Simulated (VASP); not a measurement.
# As in VASP: single point with HSE06

Aim: the single point of As with HSE06.

Program: VASP 6.6.1. These are calculated values, not measurements. Logs are shortened: lines on timing, memory, paths and dates and some standing lists are left out, and cuts for length are marked.

**1. The cell of the first run**

The cell holds a slab with vacuum, 2 atoms: a = 3.484 Å, b = 3.484 Å, c = 23.240 Å, α = 90.00°, β = 90.00°, γ = 120.00°.

**2. Single point, HSE06**

The input, POSCAR:

```
As
1.0
    3.4842955108      0.0000000000      0.0000000000
   -1.7421477554      3.0174884267      0.0000000000
    0.0000000000      0.0000000000     23.2400000000
As
2
Direct
    0.3333333333      0.6666666667      0.6088855250
    0.6666666667      0.3333333333      0.6694752303
```

The input, INCAR.step1:

```
SYSTEM = As
PREC     = Accurate       ! precision mode
ENCUT    = 400            ! plane-wave cutoff, eV
EDIFF    = 1E-5           ! SCF threshold, eV
ISMEAR   = 0              ! smearing method
SIGMA    = 0.04           ! smearing width, eV
LREAL    = .False.        ! projectors in reciprocal space
LASPH    = .True.         ! aspherical terms in the spheres
NELM     = 120            ! most SCF steps
ALGO     = Normal         ! electronic algorithm
ISIF     = 2              ! what is computed and relaxed
LWAVE    = .True.         ! write WAVECAR
LCHARG   = .False.        ! write CHGCAR
LDIPOL   = .True.       
IDIPOL   = 3            
DIPOL    = 0.5 0.5 0.639
NBANDS   = 12             ! bands
GGA      = PE             ! functional
GGA_COMPAT= .False.      
NELMDL   = -8
```

The input, INCAR.step2:

```
SYSTEM = As
PREC     = Accurate       ! precision mode
ENCUT    = 400            ! plane-wave cutoff, eV
EDIFF    = 1E-6           ! SCF threshold, eV
ISMEAR   = 0              ! smearing method
SIGMA    = 0.04           ! smearing width, eV
LREAL    = .False.        ! projectors in reciprocal space
LASPH    = .True.         ! aspherical terms in the spheres
NELM     = 120            ! most SCF steps
ALGO     = Normal         ! electronic algorithm
ISIF     = 2              ! what is computed and relaxed
LWAVE    = .False.        ! write WAVECAR
LCHARG   = .False.        ! write CHGCAR
LDIPOL   = .True.       
IDIPOL   = 3            
DIPOL    = 0.5 0.5 0.639
GGA      = PE             ! functional
LHFCALC  = .True.         ! exact exchange
HFSCREEN = 0.2079         ! screening, 1/A
PRECFOCK = Normal       
NBANDS   = 12             ! bands
ISTART   = 1            
GGA_COMPAT= .False.
```

The input, KPOINTS:

```
Automatic mesh
0
Gamma
  6 6 1
  0 0 0
```

Potentials or basis: VASP PAW PBE potentials, release 64 (As).

Command:

```
> cat potpaw_PBE.64/As/POTCAR > POTCAR
> cp INCAR.step1 INCAR
> mpirun -np 1 vasp_std > vasp.out
> cp INCAR.step2 INCAR
> mpirun -np 1 vasp_std > vasp.out
```

OUTCAR:

```text
SYSTEM = As
   PREC = Accurate
   ENCUT = 400
   EDIFF = 1E-6
   ISMEAR = 0
   LREAL = .False.
   LASPH = .True.
   NELM = 120
   ISIF = 2
   GGA = PE
   LHFCALC = .True.
   HFSCREEN = 0.2079
   PRECFOCK = Normal
   ISTART = 1

 ion  position               nearest neighbor table
   1  0.333  0.667  0.609-   2 2.46   2 2.46   2 2.46
   2  0.667  0.333  0.669-   1 2.46   1 2.46   1 2.46

  LATTYP: Found a hexagonal cell.
 ALAT       =     3.4842955108
 C/A-ratio  =     6.6699279461

  Lattice vectors:

 A1 = (   3.4842955108,   0.0000000000,   0.0000000000)
 A2 = (  -1.7421477554,   3.0174884267,   0.0000000000)
 A3 = (   0.0000000000,   0.0000000000,  23.2400000000)

Analysis of symmetry for initial positions (statically):
=====================================================================
 Subroutine PRICEL returns:
 Original cell was already a primitive cell.

 Routine SETGRP: Setting up the symmetry group for a
 hexagonal supercell.

 Subroutine GETGRP returns: Found 12 space group operations
 (whereof  6 operations were pure point group operations)
 out of a pool of 24 trial point group operations.

The static configuration has the point symmetry C_3v.
 The point group associated with its full space group is D_3d.

Analysis of symmetry for dynamics (positions and initial velocities):
=====================================================================
 Subroutine PRICEL returns:
 Original cell was already a primitive cell.

 Routine SETGRP: Setting up the symmetry group for a
 hexagonal supercell.

 Subroutine GETGRP returns: Found 12 space group operations
 (whereof  6 operations were pure point group operations)
 out of a pool of 24 trial point group operations.

The dynamic configuration has the point symmetry C_3v.
 The point group associated with its full space group is D_3d.

 Subroutine INISYM returns: Found 12 space group operations
 (whereof  6 operations are pure point group operations),
 and found     1 'primitive' translations

----------------------------------------------------------------------------------------

                                     Primitive cell

  volume of cell :     244.3412

  direct lattice vectors                    reciprocal lattice vectors
     3.484295511  0.000000000  0.000000000     0.287002063  0.165700718  0.000000000
    -1.742147755  3.017488427  0.000000000     0.000000000  0.331401437  0.000000000
     0.000000000  0.000000000 23.240000000     0.000000000  0.000000000  0.043029260

  length of vectors
     3.484295511  3.484295511 23.240000000     0.331401437  0.331401437  0.043029260

  position of ions in fractional coordinates (direct lattice)
     0.333333333  0.666666667  0.608885525
     0.666666667  0.333333333  0.669475230

  ion indices of the primitive-cell ions
   primitive index   ion index
                 1           1
                 2           2

----------------------------------------------------------------------------------------

 KPOINTS: Automatic mesh

Automatic generation of k-mesh.
 Grid dimensions read from file:
 generate k-points for:    6    6    1

 Generating k-lattice:

  Cartesian coordinates                     Fractional coordinates (reciprocal lattice)
     0.047833677  0.027616786  0.000000000     0.166666667 -0.000000000  0.000000000
     0.000000000  0.055233573  0.000000000     0.000000000  0.166666667  0.000000000
     0.000000000  0.000000000  0.043029260     0.000000000  0.000000000  1.000000000

  Length of vectors
     0.055233573  0.055233573  0.043029260

  Shift w.r.t. Gamma in fractional coordinates (k-lattice)
     0.000000000  0.000000000  0.000000000

 Subroutine IBZKPT returns following result:
 ===========================================

 Found      7 irreducible k-points:

 Following reciprocal coordinates:
            Coordinates               Weight
  0.000000  0.000000  0.000000      1.000000
  0.166667 -0.000000  0.000000      6.000000
  0.333333 -0.000000  0.000000      6.000000
  0.500000  0.000000  0.000000      3.000000
  0.166667  0.166667  0.000000      6.000000
  0.333333  0.166667  0.000000     12.000000
  0.333333  0.333333  0.000000      2.000000
   k-points           NKPTS =      7   k-points in BZ     NKDIM =     36   number of bands    NBANDS=     12
   number of dos      NEDOS =    301   number of ions     NIONS =      2
   total plane-waves  NPLWV =  92160
   dimension x,y,z NGX =    24 NGY =   24 NGZ =  160
   dimension x,y,z NGXF=    48 NGYF=   48 NGZF=  320
   ions per type =               2
   NGX,Y,Z   is equivalent  to a cutoff of  11.45, 11.45, 11.45 a.u.
   NGXF,Y,Z  is equivalent  to a cutoff of  22.90, 22.90, 22.89 a.u.
 SYSTEM =  As
   PREC   = accura    normal or accurate (medium, high low for compatibility)
   ISTART =      1    job   : 0-new  1-cont  2-samecut
   ICHARG =      0    charge: 1-file 2-atom 10-const
   ISPIN  =      1    spin polarized calculation?
   LNONCOLLINEAR =      F non collinear calculations
   LSORBIT =      F    spin-orbit coupling
   LASPH  =      T    aspherical Exc in radial PAW
   ENCUT  =  400.0 eV  29.40 Ry    5.42 a.u.   5.68  5.68 37.90*2*pi/ulx,y,z
   NELM   =    120;   NELMIN=  2; NELMDL=  0     # of ELM steps
   EDIFF  = 0.1E-05   stopping-criterion for ELM
   LREAL  =      F    real-space projection
   EDIFFG = 0.1E-04   stopping-criterion for IOM
   NSW    =      0    number of steps for IOM
   IBRION =     -1    ionic relax: 0-MD 1-quasi-New 2-CG
   NFREE  =      0    steps in history (QN), initial steepest desc. (CG)
   ISIF   =      2    stress and relaxation
   ISYM   =      3    0-nonsym 1-usesym 2-fastsym
   POTIM  = 0.5000    time-step for ionic-motion
   TEBEG  =    0.0;   TEEND  =   0.0 temperature during run
   PSTRESS=    0.0 pullay stress
   NELECT =      10.0000    total number of electrons
   NUPDOWN=      -1.0000    fix difference up-down
   EMIN   =  10.00;   EMAX   =-10.00  energy-range for DOS
   EFERMI =   0.00;   METHOD = LEGACY
   ISMEAR =     0;   SIGMA  =   0.04  broadening in eV -4-tet -1-fermi 0-gaus
   EFERMI_NEDOS =   21; number of points for ismear=-14 and -15
   IALGO  =     38    algorithm
   IMIX   =      1    mixing-type and parameters
     AMIX     =   0.40;   BMIX     =  1.00
     AMIX_MAG =   1.60;   BMIX_MAG =  1.00
  volume/ion in A,a.u.               =     122.17       824.45
  Fermi-wavevector in a.u.,A,eV,Ry     =   0.564169  1.066125  4.330554  0.318287
  Thomas-Fermi vector in A             =   1.601616
   LORBIT       =      0    0 simple, 1 ext, 2 COOP (PROOUT), +10 PAW based schemes
   GGA     = PE    functional components
   LHFCALC =     T    Hartree Fock is set to
   PRECFOCK=normal    Normal, Fast or Accurate (Low or Medium for compatibility)
   ENCUT4O =  -1.0   cutoff for four orbital integrals eV
   NKREDX  =     1    reduce k-point grid by
   NKREDY  =     1    reduce k-point grid by
   NKREDZ  =     1    reduce k-point grid by
   AEXX    =    0.2500 exact exchange contribution
   HFSCREEN=    0.2079 screening length (either q_TF or 0.3 A-1)
   HFSCREENC=   0.2079 screening length for correlation (either q_TF or 0.3 A-1)
   ENCUTFOCK=  -1.0 apply spherical cutoff to Coloumb kernel
   IVDW    =     0    specifies the selected vdW correction
   LEPSILON=     F    determine dielectric tensor
   LRPA    =     F    only Hartree local field effects (RPA)
 non-spin polarized calculation
 Gauss-broadening in eV      SIGMA  =   0.04
  energy-cutoff  :      400.00
  volume of cell :      244.34
 maximum number of plane-waves:      4456
 NGX is ok and might be reduce to    24
  NGX = 18; NGY = 18; NGZ =120

 dipolmoment           0.000000      0.000000     -0.000000 electrons x Angstroem

 number of electron      10.0000002 magnetization

 dipolmoment           0.000000      0.000000      0.000001 electrons x Angstroem

 Free energy of the ion-electron system (eV)
  ---------------------------------------------------
  ext. energy  EPLUGINS =         0.00000000
  ---------------------------------------------------
  free energy    TOTEN  =       -11.18913943 eV

  energy without entropy =      -11.18913943  energy(sigma->0) =      -11.18913943

 E-fermi :  -3.5254     XC(G=0):  -1.9127

 val. band max:       -3.7189123024   @ k =   0.0000   0.0000   0.0000
 cond. band min:      -1.7749209852   @ k =   0.3333  -0.0000   0.0000
 fundamental gap:      1.9439913172
 Fermi energy:        -3.5253846409

 k-point     1 :       0.0000    0.0000    0.0000
  band No.  band energies     occupation
      1     -19.4303      2.00000
      2     -12.1189      2.00000
      3      -4.9524      2.00000
      4      -3.7189      2.00000
      5      -3.7189      2.00000
      6      -0.6282      0.00000
      7       0.6262      0.00000
      8       0.6262      0.00000
      9       1.3839      0.00000
     10       1.5910      0.00000
     11       2.0866      0.00000
     12       2.5109      0.00000

 k-point     2 :       0.1667   -0.0000    0.0000
  band No.  band energies     occupation
      1     -18.9839      2.00000
      2     -11.9860      2.00000
      3      -6.3951      2.00000
      4      -4.7310      2.00000
      5      -4.5400      2.00000
      6      -0.7961      0.00000
      7       1.2203      0.00000
      8       1.3655      0.00000
      9       1.9679      0.00000
     10       2.2371      0.00000
     11       2.5743      0.00000
     12       2.9990      0.00000
[... 46 lines left out ...]
 k-point     6 :       0.3333    0.1667    0.0000
  band No.  band energies     occupation
      1     -16.5699      2.00000
      2     -13.6860      2.00000
      3      -8.2352      2.00000
      4      -7.2280      2.00000
      5      -5.4352      2.00000
      6      -0.7398      0.00000
      7       0.3763      0.00000
      8       1.4391      0.00000
      9       3.7955      0.00000
     10       4.3443      0.00000
     11       4.9148      0.00000
     12       5.3708      0.00000

 k-point     7 :       0.3333    0.3333    0.0000
  band No.  band energies     occupation
      1     -15.0434      2.00000
      2     -15.0434      2.00000
      3      -9.1475      2.00000
      4      -6.3585      2.00000
      5      -6.3585      2.00000
      6      -1.5994      0.00000
      7       1.5103      0.00000
      8       1.5103      0.00000
      9       4.8867      0.00000
     10       6.2295      0.00000
     11       6.2295      0.00000
     12       6.7812      0.00000

------------------------ aborting loop because EDIFF is reached ----------------------------------------

 vacuum level on the upper side and lower side of the slab       (xc-potential included)         0.001         0.001

  FORCE on cell =-STRESS in cart. coord.  units (eV):
  Direction    XX          YY          ZZ          XY          YZ          ZX
  --------------------------------------------------------------------------------------
  -------------------------------------------------------------------------------------
  Total        1.0468183      1.0468183     -0.4576171      0.0000000      0.0000000      0.0000000
  in kB        6.8641248      6.8641248     -3.0006555      0.0000000      0.0000000      0.0000000
  external PRESSURE =       3.5758647 kB  Pullay stress =       0.0000000 kB

 VOLUME and BASIS-vectors are now :
 -----------------------------------------------------------------------------
  energy-cutoff  :      400.00
  volume of cell :      244.34
      direct lattice vectors                 reciprocal lattice vectors
     3.484295511  0.000000000  0.000000000     0.287002063  0.165700718  0.000000000
    -1.742147755  3.017488427  0.000000000     0.000000000  0.331401437  0.000000000
     0.000000000  0.000000000 23.240000000     0.000000000  0.000000000  0.043029260

 POSITION                                       TOTAL-FORCE (eV/Angst)
 -----------------------------------------------------------------------------------
     -0.00000      2.01166     14.15050        -0.000000     -0.000000      0.307413
      1.74215      1.00583     15.55860         0.000000      0.000000     -0.307413
 -----------------------------------------------------------------------------------
    total drift:                                0.000000     -0.000000     -0.000012

  FREE ENERGIE OF THE ION-ELECTRON SYSTEM (eV)
  ---------------------------------------------------
  free  energy   TOTEN  =       -11.1891394344 eV

  energy  without entropy=      -11.1891394344  energy(sigma->0) =      -11.18913943

 vacuum level on the upper side and lower side of the slab         1.719         1.719
```

Run time: 3.7 min. Hardware: 1 thread of Intel Xeon Platinum 8488C (Sapphire Rapids), shared host; peak memory 0.39 GiB.

What came out:

```
Free energy            : -11.1891 eV
Largest force          : 0.307 eV/Å
Band gap on the k mesh : 1.94 eV, indirect (least direct gap 3.09 eV)
```

Forces on the atoms (eV/Å):
```
As   0.000  0.000  0.307
As   0.000  0.000 -0.307
```

Levels at points of the mesh, in eV from the valence-band top:
| k point | band 2 | band 3 | band 4 | band 5 | band 6 | band 7 | band 8 | band 9 |
| --- | --- | --- | --- | --- | --- | --- | --- | --- |
| (0.00, 0.00, 0.00) | -8.40 | -1.23 | 0.00 | 0.00 | 3.09 | 4.35 | 4.35 | 5.10 |
| (0.50, 0.00, 0.00) | -10.43 | -4.27 | -2.31 | -2.21 | 2.46 | 3.39 | 5.35 | 6.60 |

Caveat: the PAW data sets were made with another functional, which shifts forces and pressure a little.
